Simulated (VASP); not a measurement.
# ZnS (I-4m2) in VASP: single point with HSE06

Aim: the single point of ZnS with HSE06.

Program: VASP 6.6.1. These are calculated values, not measurements. Logs are shortened: lines on timing, memory, paths and dates and some standing lists are left out, and cuts for length are marked.

## 1. The cell of the first run

Symmetry: I-4m2, No. 119, tetragonal system. Conventional cell: a = 3.810 Å, b = 3.810 Å, c = 5.227 Å, α = 90.00°, β = 90.00°, γ = 90.00°. Zn (site symmetry -4m2) has 4 S at 2.31 Å within 3.1 Å. S (site symmetry -4m2) has 4 Zn at 2.31 Å within 3.1 Å.

## 2. Single point, HSE06 (uniaxial z strain -3.0%)

Contents of POSCAR:

```
ZnS
1.0
    0.0000000000      2.6940858334      2.6132632584
    2.6940858334      0.0000000000      2.6132632584
    2.6940858334      2.6940858334      0.0000000000
Zn S
1 1
Direct
    0.0000000000      0.0000000000      0.0000000000
    0.2500000000      0.2500000000      0.2500000000
```

Contents of INCAR.step1:

```
SYSTEM = ZnS
PREC = Accurate ; ENCUT = 520
EDIFF = 1E-5 ; ISMEAR = 0
SIGMA = 0.01 ; LREAL = .FALSE.
LASPH = .TRUE. ; NELM = 100
ALGO = Normal ; ISIF = 2
LWAVE = .TRUE. ; NBANDS = 16
GGA = PE
```

Contents of INCAR.step2:

```
SYSTEM = ZnS
PREC = Accurate ; ENCUT = 520
EDIFF = 1E-7 ; ISMEAR = 0
SIGMA = 0.01 ; LREAL = .FALSE.
LASPH = .TRUE. ; NELM = 100
ALGO = Normal ; ISIF = 2
LWAVE = .FALSE. ; LCHARG = .TRUE.
GGA = PE ; LHFCALC = .TRUE.
HFSCREEN = 0.2079 ; PRECFOCK = Normal
LELF = .TRUE. ; LVHAR = .TRUE.
NBANDS = 16 ; ISTART = 1
```

Contents of KPOINTS:

```
Automatic mesh
0
G
  6 6 6
  0 0 0
```

Potentials or basis: VASP PAW PBE potentials, release 64 (Zn, S).

On the command line:

```
$ cat potpaw_PBE.64/Zn/POTCAR potpaw_PBE.64/S/POTCAR > POTCAR
$ cp INCAR.step1 INCAR
$ mpirun -np 1 vasp_std > vasp.out
$ cp INCAR.step2 INCAR
$ mpirun -np 1 vasp_std > vasp.out
```

OUTCAR:

```text
SYSTEM = ZnS
   PREC = Accurate
   ENCUT = 520
   EDIFF = 1E-7
   ISMEAR = 0
   LREAL = .FALSE.
   LASPH = .TRUE.
   NELM = 100
   ISIF = 2
   GGA = PE
   LHFCALC = .TRUE.
   HFSCREEN = 0.2079
   PRECFOCK = Normal
   ISTART = 1

 ion  position               nearest neighbor table
   1  0.000  0.000  0.000-   2 2.31   2 2.31   2 2.31   2 2.31
   2  0.250  0.250  0.250-   1 2.31   1 2.31   1 2.31   1 2.31

  LATTYP: Found a body centered tetragonal cell.
 ALAT       =     3.8100127238
 C/A-ratio  =     1.3717871555

  Lattice vectors:

 A1 = (   0.0000000000,  -2.6940858334,  -2.6132632584)
 A2 = (   0.0000000000,   2.6940858334,  -2.6132632584)
 A3 = (   2.6940858334,   0.0000000000,   2.6132632584)

Analysis of symmetry for initial positions (statically):
=====================================================================
 Subroutine PRICEL returns:
 Original cell was already a primitive cell.

 Routine SETGRP: Setting up the symmetry group for a
 body centered tetragonal supercell.

 Subroutine GETGRP returns: Found  8 space group operations
 (whereof  8 operations were pure point group operations)
 out of a pool of 16 trial point group operations.

The static configuration has the point symmetry D_2d.

Analysis of symmetry for dynamics (positions and initial velocities):
=====================================================================
 Subroutine PRICEL returns:
 Original cell was already a primitive cell.

 Routine SETGRP: Setting up the symmetry group for a
 body centered tetragonal supercell.

 Subroutine GETGRP returns: Found  8 space group operations
 (whereof  8 operations were pure point group operations)
 out of a pool of 16 trial point group operations.

The dynamic configuration has the point symmetry D_2d.

 Subroutine INISYM returns: Found  8 space group operations
 (whereof  8 operations are pure point group operations),
 and found     1 'primitive' translations

----------------------------------------------------------------------------------------

                                     Primitive cell

  volume of cell :      37.9346

  direct lattice vectors                    reciprocal lattice vectors
     0.000000000  2.694085833  2.613263258    -0.185591711  0.185591711  0.191331661
     2.694085833  0.000000000  2.613263258     0.185591711 -0.185591711  0.191331661
     2.694085833  2.694085833  0.000000000     0.185591711  0.185591711 -0.191331661

  length of vectors
     3.753297661  3.753297661  3.810012724     0.324802049  0.324802049  0.324802049

  position of ions in fractional coordinates (direct lattice)
     0.000000000  0.000000000  0.000000000
     0.250000000  0.250000000  0.250000000

  ion indices of the primitive-cell ions
   primitive index   ion index
                 1           1
                 2           2

----------------------------------------------------------------------------------------

 KPOINTS: Automatic mesh

Automatic generation of k-mesh.
 Grid dimensions read from file:
 generate k-points for:    6    6    6

 Generating k-lattice:

  Cartesian coordinates                     Fractional coordinates (reciprocal lattice)
    -0.030931952  0.030931952  0.031888610     0.166666667  0.000000000  0.000000000
     0.030931952 -0.030931952  0.031888610     0.000000000  0.166666667  0.000000000
     0.030931952  0.030931952 -0.031888610     0.000000000  0.000000000  0.166666667

  Length of vectors
     0.054133675  0.054133675  0.054133675

  Shift w.r.t. Gamma in fractional coordinates (k-lattice)
     0.000000000  0.000000000  0.000000000

 Subroutine IBZKPT returns following result:
 ===========================================

 Found     30 irreducible k-points:

 Following reciprocal coordinates:
            Coordinates               Weight
  0.000000  0.000000  0.000000      1.000000
  0.166667  0.000000  0.000000      8.000000
  0.333333  0.000000  0.000000      8.000000
  0.500000  0.000000  0.000000      4.000000
  0.166667  0.166667  0.000000      2.000000
  0.333333  0.166667  0.000000      8.000000
[... 16 lines left out ...]
  0.333333  0.000000  0.333333      4.000000
  0.500000 -0.000000  0.333333     16.000000
 [... further k-points ...]
   k-points           NKPTS =     30   k-points in BZ     NKDIM =    216   number of bands    NBANDS=     16
   number of dos      NEDOS =    301   number of ions     NIONS =      2
   total plane-waves  NPLWV =  21952
   dimension x,y,z NGX =    28 NGY =   28 NGZ =   28
   dimension x,y,z NGXF=    56 NGYF=   56 NGZF=   56
   ions per type =               1   1
   NGX,Y,Z   is equivalent  to a cutoff of  12.40, 12.40, 12.22 a.u.
   NGXF,Y,Z  is equivalent  to a cutoff of  24.80, 24.80, 24.44 a.u.
 SYSTEM =  ZnS
   PREC   = accura    normal or accurate (medium, high low for compatibility)
   ISTART =      1    job   : 0-new  1-cont  2-samecut
   ICHARG =      0    charge: 1-file 2-atom 10-const
   ISPIN  =      1    spin polarized calculation?
   LNONCOLLINEAR =      F non collinear calculations
   LSORBIT =      F    spin-orbit coupling
   LASPH  =      T    aspherical Exc in radial PAW
   ENCUT  =  520.0 eV  38.22 Ry    6.18 a.u.   6.98  6.98  7.08*2*pi/ulx,y,z
   NELM   =    100;   NELMIN=  2; NELMDL=  0     # of ELM steps
   EDIFF  = 0.1E-06   stopping-criterion for ELM
   LREAL  =      F    real-space projection
   EDIFFG = 0.1E-05   stopping-criterion for IOM
   NSW    =      0    number of steps for IOM
   IBRION =     -1    ionic relax: 0-MD 1-quasi-New 2-CG
   NFREE  =      0    steps in history (QN), initial steepest desc. (CG)
   ISIF   =      2    stress and relaxation
   ISYM   =      3    0-nonsym 1-usesym 2-fastsym
   POTIM  = 0.5000    time-step for ionic-motion
   TEBEG  =    0.0;   TEEND  =   0.0 temperature during run
   PSTRESS=    0.0 pullay stress
   NELECT =      18.0000    total number of electrons
   NUPDOWN=      -1.0000    fix difference up-down
   EMIN   =  10.00;   EMAX   =-10.00  energy-range for DOS
   EFERMI =   0.00;   METHOD = LEGACY
   ISMEAR =     0;   SIGMA  =   0.01  broadening in eV -4-tet -1-fermi 0-gaus
   EFERMI_NEDOS =   21; number of points for ismear=-14 and -15
   IALGO  =     38    algorithm
   IMIX   =      1    mixing-type and parameters
     AMIX     =   0.40;   BMIX     =  1.00
     AMIX_MAG =   1.60;   BMIX_MAG =  1.00
  volume/ion in A,a.u.               =      18.97       128.00
  Fermi-wavevector in a.u.,A,eV,Ry     =   1.276891  2.412973 22.183611  1.630449
  Thomas-Fermi vector in A             =   2.409521
   LORBIT       =      0    0 simple, 1 ext, 2 COOP (PROOUT), +10 PAW based schemes
   GGA     = PE    functional components
   LHFCALC =     T    Hartree Fock is set to
   PRECFOCK=normal    Normal, Fast or Accurate (Low or Medium for compatibility)
   ENCUT4O =  -1.0   cutoff for four orbital integrals eV
   NKREDX  =     1    reduce k-point grid by
   NKREDY  =     1    reduce k-point grid by
   NKREDZ  =     1    reduce k-point grid by
   AEXX    =    0.2500 exact exchange contribution
   HFSCREEN=    0.2079 screening length (either q_TF or 0.3 A-1)
   HFSCREENC=   0.2079 screening length for correlation (either q_TF or 0.3 A-1)
   ENCUTFOCK=  -1.0 apply spherical cutoff to Coloumb kernel
   IVDW    =     0    specifies the selected vdW correction
   LEPSILON=     F    determine dielectric tensor
   LRPA    =     F    only Hartree local field effects (RPA)
 non-spin polarized calculation
 Gauss-broadening in eV      SIGMA  =   0.01
  energy-cutoff  :      520.00
  volume of cell :       37.93
 maximum number of plane-waves:      1031
  NGX = 24; NGY = 24; NGZ = 24

 number of electron      18.0000012 magnetization

 Free energy of the ion-electron system (eV)
  ---------------------------------------------------
  ext. energy  EPLUGINS =         0.00000000
  ---------------------------------------------------
  free energy    TOTEN  =        -8.34472459 eV

  energy without entropy =       -8.34472459  energy(sigma->0) =       -8.34472459

 E-fermi :   1.9355     XC(G=0):  -8.1185

 val. band max:        1.8210365236   @ k =   0.0000   0.0000   0.0000
 cond. band min:       5.2617972704   @ k =   0.0000   0.0000   0.0000
 fundamental gap:      3.4407607468
 Fermi energy:         1.9354538943

 k-point     1 :       0.0000    0.0000    0.0000
  band No.  band energies     occupation
      1     -12.8648      2.00000
      2      -6.2449      2.00000
      3      -6.2449      2.00000
      4      -6.2297      2.00000
      5      -5.7559      2.00000
      6      -5.7475      2.00000
[... 8 lines left out ...]
     15      15.2054      0.00000
     16      15.4247      0.00000

 k-point     2 :       0.1667    0.0000    0.0000
  band No.  band energies     occupation
      1     -12.6311      2.00000
      2      -6.2098      2.00000
      3      -6.2092      2.00000
      4      -6.1930      2.00000
      5      -5.7561      2.00000
      6      -5.7513      2.00000
[... 8 lines left out ...]
     15      14.2498      0.00000
     16      16.0384      0.00000

 k-point     3 :       0.3333    0.0000    0.0000
  band No.  band energies     occupation
      1     -12.1025      2.00000
      2      -6.1529      2.00000
      3      -6.1356      2.00000
      4      -5.9634      2.00000
      5      -5.7431      2.00000
      6      -5.7380      2.00000
[... 8 lines left out ...]
     15      14.8642      0.00000
     16      15.1952      0.00000

 k-point     4 :       0.5000    0.0000    0.0000
  band No.  band energies     occupation
      1     -11.7980      2.00000
      2      -6.1336      2.00000
      3      -6.1121      2.00000
      4      -5.7307      2.00000
      5      -5.7170      2.00000
      6      -5.4968      2.00000
[... 8 lines left out ...]
     15      16.7321      0.00000
     16      17.0130      0.00000

 k-point     5 :       0.1667    0.1667    0.0000
  band No.  band energies     occupation
      1     -12.5424      2.00000
      2      -6.2302      2.00000
      3      -6.1751      2.00000
      4      -6.1751      2.00000
      5      -5.7717      2.00000
      6      -5.7350      2.00000
[... 8 lines left out ...]
     15      15.1437      0.00000
     16      17.8049      0.00000

 k-point     6 :       0.3333    0.1667    0.0000
  band No.  band energies     occupation
      1     -12.1020      2.00000
      2      -6.1640      2.00000
      3      -6.1054      2.00000
      4      -6.0568      2.00000
      5      -5.7547      2.00000
      6      -5.7153      2.00000
[... 8 lines left out ...]
     15      15.8418      0.00000
     16      17.3509      0.00000
[... 267 lines left out ...]
 k-point    21 :      -0.1667    0.3333    0.1667
  band No.  band energies     occupation
      1     -11.7469      2.00000
      2      -6.0948      2.00000
      3      -6.0544      2.00000
      4      -5.8967      2.00000
      5      -5.7246      2.00000
      6      -5.6390      2.00000
[... 8 lines left out ...]
     15      17.2455      0.00000
     16      18.1814      0.00000

 k-point    22 :      -0.3333    0.5000    0.1667
  band No.  band energies     occupation
      1     -11.4172      2.00000
      2      -6.0848      2.00000
      3      -5.9646      2.00000
      4      -5.8598      2.00000
      5      -5.7201      2.00000
      6      -5.2886      2.00000
[... 8 lines left out ...]
     15      17.5448      0.00000
     16      18.4287      0.00000

 k-point    23 :       0.3333    0.0000    0.3333
  band No.  band energies     occupation
      1     -11.8636      2.00000
      2      -6.1746      2.00000
      3      -6.0139      2.00000
      4      -5.9847      2.00000
      5      -5.7480      2.00000
      6      -5.6947      2.00000
[... 8 lines left out ...]
     15      16.4396      0.00000
     16      20.5500      0.00000

 k-point    24 :       0.5000   -0.0000    0.3333
  band No.  band energies     occupation
      1     -11.5576      2.00000
      2      -6.1151      2.00000
      3      -5.9552      2.00000
      4      -5.9059      2.00000
      5      -5.7002      2.00000
      6      -5.4993      2.00000
[... 8 lines left out ...]
     15      17.0997      0.00000
     16      18.5937      0.00000

 [... further k-points ...]

------------------------ aborting loop because EDIFF is reached ----------------------------------------

  FORCE on cell =-STRESS in cart. coord.  units (eV):
  Direction    XX          YY          ZZ          XY          YZ          ZX
  --------------------------------------------------------------------------------------
  -------------------------------------------------------------------------------------
  Total        0.9217908      0.9217908      1.1943725      0.0000000      0.0000000      0.0000000
  in kB       38.9320189     38.9320189     50.4445621      0.0000000      0.0000000      0.0000000
  external PRESSURE =      42.7695333 kB  Pullay stress =       0.0000000 kB

 VOLUME and BASIS-vectors are now :
 -----------------------------------------------------------------------------
  energy-cutoff  :      520.00
  volume of cell :       37.93
      direct lattice vectors                 reciprocal lattice vectors
     0.000000000  2.694085833  2.613263258    -0.185591711  0.185591711  0.191331661
     2.694085833  0.000000000  2.613263258     0.185591711 -0.185591711  0.191331661
     2.694085833  2.694085833  0.000000000     0.185591711  0.185591711 -0.191331661

 POSITION                                       TOTAL-FORCE (eV/Angst)
 -----------------------------------------------------------------------------------
      0.00000      0.00000      0.00000         0.000000      0.000000     -0.000000
      1.34704      1.34704      1.30663        -0.000000     -0.000000      0.000000
 -----------------------------------------------------------------------------------
    total drift:                                0.000003      0.000003     -0.000000

  FREE ENERGIE OF THE ION-ELECTRON SYSTEM (eV)
  ---------------------------------------------------
  free  energy   TOTEN  =        -8.3447245905 eV

  energy  without entropy=       -8.3447245905  energy(sigma->0) =       -8.34472459
```

Wall time 2.5 h (1 thread of Intel Xeon Platinum 8259CL at 2.50GHz (Skylake/Cascade Lake), shared host); peak memory 0.29 GiB.

What came out:

```
Free energy            : -8.3447 eV
Pressure               : 4.3 GPa
Band gap on the k mesh : 3.44 eV
```

Caveat: the cell differs from its parent crystal (uniaxial z strain -3.0%); the cell stands under pressure; the PAW data sets were made with another functional, which shifts forces and pressure a little.
